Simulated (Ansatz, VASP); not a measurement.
Two plane-wave programs on Bi4Cl

```xyz
5
Lattice="4.5769 0.0000 0.0000 0.0000 4.5769 0.0000 0.0000 0.0000 8.4641" Properties=species:S:1:pos:R:3 pbc="T T T"
Bi    2.2885    0.0000    2.6720
Bi    0.0000    2.2885    5.7922
Bi    2.2885    0.0000    5.7922
Bi    0.0000    2.2885    2.6720
Cl    0.0000    0.0000    0.0000
```

Change from the starting cell: ordered vacancies on the anion sites of antifluorite (P4/mmm, No. 123).

Alike in both runs: functional PBE; k mesh 8 × 8 × 6; occupations gaussian, width 0.1 eV; no spin polarisation.

Ansatz relaxed the structure, and its values are those at the end. VASP's run is a single point on that final structure, the one shown.

|  | VASP | Ansatz |
| --- | --- | --- |
| version | VASP 6.6.1 | Ansatz 0.2.0 |
| potentials or method | VASP PAW PBE potentials, release 64 (Bi_d, Cl), cutoff 520 eV | scalar-relativistic, plane waves, PAW |
| valence electrons in the cell | 67 | 67 |

|  | VASP | Ansatz | Ansatz less VASP |
| --- | --- | --- | --- |
| gap on the k mesh at the Fermi level (eV) | none | none | - |
| pressure (GPa) | -0.1 | 0.0 | +0.07 |
| rms of the force components (eV/Å) | 0.003 | 0.000 | -0.0031 |

A gap of «none» marks a metal or a gap that the smearing closes. The functional is the same, so the differences come from potentials, cutoffs and numerics.

Neither program's run includes spin-orbit coupling.
